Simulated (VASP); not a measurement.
# H8C21F2 in VASP: single point with PBE

Aim: the single point of H8C21F2 with PBE.

Program: VASP 6.6.1. These are calculated values, not measurements. Logs are shortened: lines on timing, memory, paths and dates and some standing lists are left out, and cuts for length are marked.

### 1 The cell of the first run

The cell holds a slab with vacuum, 31 atoms: a = 5.049 Å, b = 5.049 Å, c = 17.165 Å, α = 90.00°, β = 90.00°, γ = 90.00°.

### 2 Single point, PBE

INCAR reads:

```
PREC = Accurate
ENCUT = 520
EDIFF = 1E-6
ISMEAR = 0
SIGMA = 0.05
LREAL = Auto
LASPH = True
NELM = 60
ALGO = Normal
ISIF = 2
LWAVE = False
LCHARG = False
GGA = PE
NBANDS = 74
```

KPOINTS reads:

```
Automatic mesh
0
Gamma
  2 2 1
```

POSCAR reads:

```
H8C21F2
1.0
    5.0487420000      0.0000000000      0.0000000000
    0.0000000000      5.0487420000      0.0000000000
    0.0000000000      0.0000000000     17.1647000000
H C F
8 21 2
Direct
    0.4277868000      0.0000000000      0.0582591000
    0.0722132000      0.0000000000      0.0582591000
    0.9277868000      0.0000000000      0.0582591000
    0.5722132000      0.0000000000      0.0582591000
    0.4277868000      0.5000000000      0.0582591000
    0.0722132000      0.5000000000      0.0582591000
    0.9277868000      0.5000000000      0.0582591000
    0.5722132000      0.5000000000      0.0582591000
    0.2500000000      0.0000000000      0.0952362000
    0.7500000000      0.0000000000      0.0952362000
    0.2500000000      0.5000000000      0.0952362000
    0.7500000000      0.5000000000      0.0952362000
    0.2500000000      0.2500000000      0.1472324000
    0.7500000000      0.2500000000      0.1472324000
    0.2500000000      0.7500000000      0.1472324000
    0.7500000000      0.7500000000      0.1472324000
    0.0096821951      0.2499871590      0.1966667461
    0.4904050050      0.2499987276      0.1966894223
   -0.0051126428      0.7499972098      0.2021316258
    0.5051077392      0.7499955316      0.2021755443
    0.0033367944      0.0120039412      0.2532669702
    0.4968681426      0.0120433725      0.2532962251
    0.0033550969      0.4880263854      0.2532725966
    0.4968519594      0.4879822646      0.2532900473
    0.2500380669      0.0047724954      0.3021026747
    0.7501611983      0.1136218747      0.2926448308
    0.2500412616      0.4952529033      0.3021041948
    0.7501818544      0.3863904425      0.2926448433
    0.2499573953      0.7500036392      0.3563602040
    0.4678345131      0.7499709139      0.4034979055
    0.0319899124      0.7500197777      0.4034517803
```

Potentials or basis: VASP PAW PBE potentials, release 64 (H, C, F).

Launch:

```console
$ cat potpaw_PBE.64/H/POTCAR potpaw_PBE.64/C/POTCAR potpaw_PBE.64/F/POTCAR > POTCAR
$ mpirun -np 1 vasp_std > vasp.out
```

OUTCAR:

```text
PREC = Accurate
   ENCUT = 520
   EDIFF = 1E-6
   ISMEAR = 0
   LREAL = Auto
   LASPH = True
   NELM = 60
   ISIF = 2
   GGA = PE

 ion  position               nearest neighbor table
   1  0.428  0.000  0.058-   4 0.73   9 1.10
   2  0.072  0.000  0.058-   3 0.73   9 1.10
   3  0.928  0.000  0.058-   2 0.73  10 1.10
   4  0.572  0.000  0.058-   1 0.73  10 1.10
   5  0.428  0.500  0.058-   8 0.73  11 1.10
   6  0.072  0.500  0.058-   7 0.73  11 1.10
   7  0.928  0.500  0.058-   6 0.73  12 1.10
   8  0.572  0.500  0.058-   5 0.73  12 1.10
   9  0.250  0.000  0.095-   1 1.10   2 1.10  13 1.55  15 1.55
  10  0.750  0.000  0.095-   3 1.10   4 1.10  14 1.55  16 1.55
  11  0.250  0.500  0.095-   5 1.10   6 1.10  13 1.55  15 1.55
  12  0.750  0.500  0.095-   7 1.10   8 1.10  14 1.55  16 1.55
  13  0.250  0.250  0.147-  17 1.48  18 1.48   9 1.55  11 1.55
  14  0.750  0.250  0.147-  10 1.55  12 1.55  18 1.56  17 1.56
[... 8 lines left out ...]
  23  0.003  0.488  0.253-  27 1.50  28 1.53  17 1.55  19 1.59
  24  0.497  0.488  0.253-  27 1.50  28 1.53  18 1.55  20 1.59
  25  0.250  0.005  0.302-  21 1.50  22 1.50  29 1.59
  26  0.750  0.114  0.293-  28 1.38  21 1.53  22 1.53
  27  0.250  0.495  0.302-  23 1.50  24 1.50  29 1.59
  28  0.750  0.386  0.293-  26 1.38  23 1.53  24 1.53
  29  0.250  0.750  0.356-  31 1.37  30 1.37  27 1.59  25 1.59
  30  0.468  0.750  0.403-  29 1.37
  31  0.032  0.750  0.403-  29 1.37

  LATTYP: Found a simple tetragonal cell.
 ALAT       =     5.0487420000
 C/A-ratio  =     3.3997974149

  Lattice vectors:

 A1 = (   5.0487420000,   0.0000000000,   0.0000000000)
 A2 = (   0.0000000000,   5.0487420000,   0.0000000000)
 A3 = (   0.0000000000,   0.0000000000,  17.1647000000)

Analysis of symmetry for initial positions (statically):
=====================================================================
 Subroutine PRICEL returns:
 Original cell was already a primitive cell.

 Routine SETGRP: Setting up the symmetry group for a
 simple tetragonal supercell.

 Subroutine GETGRP returns: Found  1 space group operations
 (whereof  1 operations were pure point group operations)
 out of a pool of 16 trial point group operations.

The static configuration has the point symmetry C_1 .

Analysis of symmetry for dynamics (positions and initial velocities):
=====================================================================
 Subroutine PRICEL returns:
 Original cell was already a primitive cell.

 Routine SETGRP: Setting up the symmetry group for a
 simple tetragonal supercell.

 Subroutine GETGRP returns: Found  1 space group operations
 (whereof  1 operations were pure point group operations)
 out of a pool of 16 trial point group operations.

The dynamic configuration has the point symmetry C_1 .

 Subroutine INISYM returns: Found  1 space group operations
 (whereof  1 operations are pure point group operations),
 and found     1 'primitive' translations

----------------------------------------------------------------------------------------

                                     Primitive cell

  volume of cell :     437.5247

  direct lattice vectors                    reciprocal lattice vectors
     5.048742000  0.000000000  0.000000000     0.198069143  0.000000000  0.000000000
     0.000000000  5.048742000  0.000000000     0.000000000  0.198069143  0.000000000
     0.000000000  0.000000000 17.164700000     0.000000000  0.000000000  0.058259102

  length of vectors
     5.048742000  5.048742000 17.164700000     0.198069143  0.198069143  0.058259102

  position of ions in fractional coordinates (direct lattice)
     0.427786800  0.000000000  0.058259100
     0.072213200  0.000000000  0.058259100
     0.927786800  0.000000000  0.058259100
     0.572213200  0.000000000  0.058259100
     0.427786800  0.500000000  0.058259100
     0.072213200  0.500000000  0.058259100
[... 23 lines left out ...]
     0.467834513  0.749970914  0.403497905
     0.031989912  0.750019778  0.403451780

  ion indices of the primitive-cell ions
   primitive index   ion index
                 1           1
                 2           2
                 3           3
                 4           4
                 5           5
                 6           6
[... 23 lines left out ...]
                30          30
                31          31

----------------------------------------------------------------------------------------

 KPOINTS: Automatic mesh

Automatic generation of k-mesh.
 Grid dimensions read from file:
 generate k-points for:    2    2    1

 Generating k-lattice:

  Cartesian coordinates                     Fractional coordinates (reciprocal lattice)
     0.099034571  0.000000000  0.000000000     0.500000000  0.000000000  0.000000000
     0.000000000  0.099034571  0.000000000     0.000000000  0.500000000  0.000000000
     0.000000000  0.000000000  0.058259102     0.000000000  0.000000000  1.000000000

  Length of vectors
     0.099034571  0.099034571  0.058259102

  Shift w.r.t. Gamma in fractional coordinates (k-lattice)
     0.000000000  0.000000000  0.000000000

 Subroutine IBZKPT returns following result:
 ===========================================

 Found      4 irreducible k-points:

 Following reciprocal coordinates:
            Coordinates               Weight
  0.000000  0.000000  0.000000      1.000000
  0.500000  0.000000  0.000000      1.000000
  0.000000  0.500000  0.000000      1.000000
  0.500000  0.500000  0.000000      1.000000
   k-points           NKPTS =      4   k-points in BZ     NKDIM =      4   number of bands    NBANDS=     74
   number of dos      NEDOS =    301   number of ions     NIONS =     31
   total plane-waves  NPLWV = 204800
   dimension x,y,z NGX =    40 NGY =   40 NGZ =  128
   dimension x,y,z NGXF=    80 NGYF=   80 NGZF=  256
   ions per type =               8  21   2
   NGX,Y,Z   is equivalent  to a cutoff of  13.17, 13.17, 12.40 a.u.
   NGXF,Y,Z  is equivalent  to a cutoff of  26.34, 26.34, 24.79 a.u.
 SYSTEM =  unknown system
   PREC   = accura    normal or accurate (medium, high low for compatibility)
   ISTART =      0    job   : 0-new  1-cont  2-samecut
   ICHARG =      2    charge: 1-file 2-atom 10-const
   ISPIN  =      1    spin polarized calculation?
   LNONCOLLINEAR =      F non collinear calculations
   LSORBIT =      F    spin-orbit coupling
   LASPH  =      T    aspherical Exc in radial PAW
   ENCUT  =  520.0 eV  38.22 Ry    6.18 a.u.   9.39  9.39 31.91*2*pi/ulx,y,z
   NELM   =     60;   NELMIN=  2; NELMDL= -5     # of ELM steps
   EDIFF  = 0.1E-05   stopping-criterion for ELM
   LREAL  =      T    real-space projection
   EDIFFG = 0.1E-04   stopping-criterion for IOM
   NSW    =      0    number of steps for IOM
   IBRION =     -1    ionic relax: 0-MD 1-quasi-New 2-CG
   NFREE  =      0    steps in history (QN), initial steepest desc. (CG)
   ISIF   =      2    stress and relaxation
   ISYM   =      2    0-nonsym 1-usesym 2-fastsym
   POTIM  = 0.5000    time-step for ionic-motion
   TEBEG  =    0.0;   TEEND  =   0.0 temperature during run
   PSTRESS=    0.0 pullay stress
   NELECT =     106.0000    total number of electrons
   NUPDOWN=      -1.0000    fix difference up-down
   EMIN   =  10.00;   EMAX   =-10.00  energy-range for DOS
   EFERMI =   0.00;   METHOD = LEGACY
   ISMEAR =     0;   SIGMA  =   0.05  broadening in eV -4-tet -1-fermi 0-gaus
   EFERMI_NEDOS =   21; number of points for ismear=-14 and -15
   IALGO  =     38    algorithm
   IMIX   =      4    mixing-type and parameters
     AMIX     =   0.40;   BMIX     =  1.00
     AMIX_MAG =   1.60;   BMIX_MAG =  1.00
  volume/ion in A,a.u.               =      14.11        95.24
  Fermi-wavevector in a.u.,A,eV,Ry     =   1.020570  1.928597 14.171313  1.041562
  Thomas-Fermi vector in A             =   2.154146
   LORBIT       =      0    0 simple, 1 ext, 2 COOP (PROOUT), +10 PAW based schemes
   GGA     = PE    functional components
   LHFCALC =     F    Hartree Fock is set to
   AEXX    =    0.0000 exact exchange contribution
   IVDW    =     0    specifies the selected vdW correction
   LEPSILON=     F    determine dielectric tensor
   LRPA    =     F    only Hartree local field effects (RPA)
 non-spin polarized calculation
 Gauss-broadening in eV      SIGMA  =   0.05
  energy-cutoff  :      520.00
  volume of cell :      437.52
 maximum number of plane-waves:     11843
 NGX is ok and might be reduce to    40
   NGX = 19   NGY = 19   NGZ = 63

 number of electron     106.0000009 magnetization

 Free energy of the ion-electron system (eV)
  ---------------------------------------------------
  ext. energy  EPLUGINS =         0.00000000
  ---------------------------------------------------
  free energy    TOTEN  =      -207.11377024 eV

  energy without entropy =     -207.10843530  energy(sigma->0) =     -207.11110277

 E-fermi :   0.1638     XC(G=0):  -5.4481

 val. band max:        0.1013246183   @ k =   0.0000   0.5000   0.0000
 cond. band min:       0.2149387116   @ k =   0.0000   0.5000   0.0000
 fundamental gap:      0.1136140932
 Fermi energy:         0.1637905223

 k-point     1 :       0.0000    0.0000    0.0000
  band No.  band energies     occupation
      1     -26.6968      2.00000
      2     -25.1157      2.00000
      3     -20.8673      2.00000
      4     -18.6127      2.00000
      5     -16.6907      2.00000
      6     -16.6260      2.00000
[... 57 lines left out ...]
     64       5.3661      0.00000
     65       6.1389      0.00000

 k-point     2 :       0.5000    0.0000    0.0000
  band No.  band energies     occupation
      1     -26.6628      2.00000
      2     -25.1675      2.00000
      3     -19.7971      2.00000
      4     -19.6877      2.00000
      5     -17.6438      2.00000
      6     -17.4223      2.00000
[... 57 lines left out ...]
     64       6.2119      0.00000
     65       6.3139      0.00000

 k-point     3 :       0.0000    0.5000    0.0000
  band No.  band energies     occupation
      1     -26.6955      2.00000
      2     -25.1153      2.00000
      3     -20.1117      2.00000
      4     -19.3388      2.00000
      5     -17.8256      2.00000
      6     -17.1971      2.00000
[... 57 lines left out ...]
     64       6.4542      0.00000
     65       6.5817      0.00000

 k-point     4 :       0.5000    0.5000    0.0000
  band No.  band energies     occupation
      1     -26.6619      2.00000
      2     -25.1670      2.00000
      3     -19.1883      2.00000
      4     -18.8102      2.00000
      5     -18.3250      2.00000
      6     -18.1307      2.00000
[... 57 lines left out ...]
     64       6.6028      0.00000
     65       6.9989      0.00000
 [bands above 65 left out]

------------------------ aborting loop because EDIFF is reached ----------------------------------------

  FORCE on cell =-STRESS in cart. coord.  units (eV):
  Direction    XX          YY          ZZ          XY          YZ          ZX
  --------------------------------------------------------------------------------------
  -------------------------------------------------------------------------------------
  Total       75.6544472    -10.7431758     -3.9884616      0.0021538     -0.0050037     -0.0371250
  in kB      277.0399953    -39.3405741    -14.6053990      0.0078871     -0.0183232     -0.1359486
  external PRESSURE =      74.3646741 kB  Pullay stress =       0.0000000 kB

 VOLUME and BASIS-vectors are now :
 -----------------------------------------------------------------------------
  energy-cutoff  :      520.00
  volume of cell :      437.52
      direct lattice vectors                 reciprocal lattice vectors
     5.048742000  0.000000000  0.000000000     0.198069143  0.000000000  0.000000000
     0.000000000  5.048742000  0.000000000     0.000000000  0.198069143  0.000000000
     0.000000000  0.000000000 17.164700000     0.000000000  0.000000000  0.058259102

 POSITION                                       TOTAL-FORCE (eV/Angst)
 -----------------------------------------------------------------------------------
      2.15979      0.00000      1.00000        -8.918179     -0.064560      0.023653
      0.36459      0.00000      1.00000         8.917180     -0.064487      0.023852
      4.68416      0.00000      1.00000        -8.895866     -0.019775      0.028957
      2.88896      0.00000      1.00000         8.897137     -0.018462      0.028864
      2.15979      2.52437      1.00000        -8.918157      0.064663      0.023736
      0.36459      2.52437      1.00000         8.917165      0.064691      0.023877
[... 23 lines left out ...]
      2.36198      3.78641      6.92592         0.292680      0.000781      0.216925
      0.16151      3.78666      6.92513        -0.295592     -0.000989      0.216896
 -----------------------------------------------------------------------------------
    total drift:                                0.002343     -0.002850     -0.055593

  FREE ENERGIE OF THE ION-ELECTRON SYSTEM (eV)
  ---------------------------------------------------
  free  energy   TOTEN  =      -207.1137702430 eV

  energy  without entropy=     -207.1084352959  energy(sigma->0) =     -207.11110277
```

Wall time 4.6 min (1 thread of Intel Xeon Platinum 8259CL at 2.50GHz (Skylake/Cascade Lake), shared host); peak memory 0.51 GiB.

Results:

```
Free energy            : -207.1138 eV
Largest force          : 8.918 eV/Å
Band gap on the k mesh : 0.11 eV
```

Forces in eV/Å, atoms in the order of the input:
```
H   -8.918 -0.065  0.024
H    8.917 -0.064  0.024
H   -8.896 -0.020  0.029
H    8.897 -0.018  0.029
H   -8.918  0.065  0.024
H    8.917  0.065  0.024
H   -8.896  0.020  0.029
H    8.897  0.019  0.029
C    0.003 -0.148  0.973
C   -0.003  0.103  1.127
C    0.002  0.148  0.973
C   -0.003 -0.103  1.127
C    0.011 -0.001 -3.314
C    0.004  0.000 -1.588
C    0.000  0.000  0.426
C    0.005  0.000 -0.080
C   -0.008  0.004 -0.001
C    0.005  0.001 -0.009
C    0.005  0.002  0.023
C   -0.001  0.002  0.014
C   -0.005 -0.022  0.001
C   -0.003 -0.026  0.000
C   -0.008  0.016 -0.004
C    0.002  0.022  0.005
C    0.006  0.007  0.029
C   -0.008 -0.056  0.026
C    0.006 -0.008  0.028
C   -0.014  0.058  0.024
C    0.004  0.001 -0.424
F    0.293  0.001  0.217
F   -0.296 -0.001  0.217
```

Caveat: the k points lie up to 0.62 Å⁻¹ apart; there is no dipole correction, which matters where the two faces differ.
